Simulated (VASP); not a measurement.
TaN: single point with PBEsol

TaN:

```
Ta N
1.0
     2.95849    0.00000    0.00000
    -1.47925    2.56213    0.00000
     0.00000    0.00000    6.46963
Ta N
2 2
Direct
  0.33333 0.66667 0.03010
  0.66667 0.33333 0.53010
  0.33333 0.66667 0.35490
  0.66667 0.33333 0.85490
```

```
Program             : VASP 6.6.1
Task                : single point
Functional          : PBEsol
Potentials or basis : VASP PAW PBE potentials, release 64 (Ta_pv, N)
Cutoff              : 520 eV
k mesh              : 18 × 18 × 8
Occupations         : gaussian, width 0.15 eV
Spin                : no spin polarisation
```

| Item | Value |
| --- | --- |
| Pressure | 8.9 GPa |
| Largest force | 2.001 eV/Å |
| Band gap on the k mesh | zero (bands 16 and 17 overlap by 0.07 eV) |

Forces in eV/Å, atoms in the order of the input:
```
Ta   0.000  0.000  2.001
Ta   0.000  0.000  2.001
N    0.000  0.000 -2.001
N    0.000  0.000 -2.001
```

Stress tensor (GPa, compression positive):
```
 24.24   0.00   0.00
  0.00  24.24   0.00
  0.00   0.00 -21.81
```

Levels at points of the mesh, in eV from the Fermi level:
| k point | band 14 | band 15 | band 16 | band 17 | band 18 | band 19 |
| --- | --- | --- | --- | --- | --- | --- |
| (0.00, 0.00, 0.00) | -4.01 | -0.84 | -0.26 | 0.84 | 0.84 | 2.43 |
| (0.50, 0.00, 0.00) | -3.32 | -2.30 | -0.31 | 0.94 | 2.21 | 3.55 |
| (0.00, 0.00, 0.50) | -4.33 | -0.03 | -0.03 | 1.46 | 1.46 | 1.46 |
| (0.50, 0.00, 0.50) | -4.18 | -1.13 | -1.13 | 1.46 | 1.46 | 4.49 |

Run time: 2.8 min on 1 thread of Intel(R) Xeon(R) Platinum 8375C CPU @ 2.90GHz (Ice Lake) (shared host), peak memory 0.31 GiB.

Caveat: the stress differs along the axes, from -22 to 24 GPa; the PAW data sets were made with another functional, which shifts forces and pressure a little; spin-orbit coupling is left out, which moves the levels of the heavy elements.
